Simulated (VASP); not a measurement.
Crystal: LiNbO3.

```
Li Nb O
1.0
     3.95602    0.00000    0.00000
     0.00000    3.95602    0.00000
     0.00000    0.00000    3.95602
Li Nb O
1 1 3
Direct
  0.00000 0.00000 0.00000
  0.50000 0.50000 0.50000
  0.50000 0.50000 0.00000
  0.50000 0.00000 0.50000
  0.00000 0.50000 0.50000
```

- Program: VASP 6.6.1
- Task: relaxation of cell and atoms
- Functional: LDA
- Potentials or basis: VASP PAW LDA potentials, release 64 (Li_sv, Nb_sv, O)
- Cutoff: 600 eV
- k mesh: 6 × 6 × 6
- Occupations: fermi-dirac, width 0.02 eV
- Spin: no spin polarisation

At the start: pressure -8.2 GPa; volume 12.38 Å³/atom.

Problem. How do energy, volume and symmetry change on relaxing?

Solution. Over 4 steps the energy falls by 14.1 meV/atom and the volume is 11.85 Å³/atom (-4.3 %); space group Pm-3m (No. 221, to 0.05 Å).

The path:
| step | energy change (eV) | largest force (eV/Å) | pressure (GPa) | volume (Å³) |
| --- | --- | --- | --- | --- |
| 1 | 0.0000 | 0.0000 | -8.21 | 61.91 |
| 2 | 0.0267 | 0.0000 | 11.41 | 56.40 |
| 3 | -0.0706 | 0.0000 | -0.09 | 59.29 |
| 4 | -0.0706 | 0.0000 | 0.06 | 59.23 |

Final structure:
```yaml
crystal:
  lattice:
    - [3.89815, 0.00000, 0.00000]
    - [0.00000, 3.89815, 0.00000]
    - [0.00000, 0.00000, 3.89815]
  atoms:
    - { symbol: Li, position: [0.00000, 0.00000, 0.00000] }
    - { symbol: Nb, position: [0.50000, 0.50000, 0.50000] }
    - { symbol: O, position: [0.50000, 0.50000, 0.00000] }
    - { symbol: O, position: [0.50000, 0.00000, 0.50000] }
    - { symbol: O, position: [0.00000, 0.50000, 0.50000] }
```

Caveat: the cutoff is under 1.25 times the usual one of these potentials, so pressure, stress and relaxed cells hold a basis-set (Pulay) error.
